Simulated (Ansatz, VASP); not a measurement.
## TiAl3 in VASP and in Ansatz

```xyz
8
Lattice="3.9805 0.0000 0.0000 0.0000 3.9805 -0.0001 0.0001 -0.0002 7.9601" Properties=species:S:1:pos:R:3 pbc="T T T"
Ti    0.0001   -0.0002    3.9800
Ti   -0.0001    0.0001   -0.0003
Al    1.9900    1.9906    0.0009
Al    1.9903    1.9901    3.9799
Al    1.9903   -0.0004    1.9898
Al    1.9903    0.0000    5.9700
Al    0.0003    1.9902    1.9898
Al    0.0000    1.9901    5.9700
```

Change from the starting cell: atom 3 moved 0.75 Å; relaxed back.

Alike in both runs: functional PBE; k mesh 8 × 8 × 4; occupations gaussian, width 0.15 eV; no spin polarisation.

Ansatz relaxed the structure, and its values are those at the end. VASP's run is a single point on that final structure, the one shown.

|  | VASP | Ansatz |
| --- | --- | --- |
| version | VASP 6.6.1 | Ansatz 0.2.0 |
| potentials or method | VASP PAW PBE potentials, release 64 (Ti_sv, Al), cutoff 520 eV | scalar-relativistic, plane waves, PAW |
| valence electrons in the cell | 42 | 42 |

```csv
,VASP,Ansatz,Ansatz less VASP
gap on the k mesh at the Fermi level (eV),none,none,-
pressure (GPa),0.0,0.0,+0.02
```

A gap of «none» marks a metal or a gap that the smearing closes.
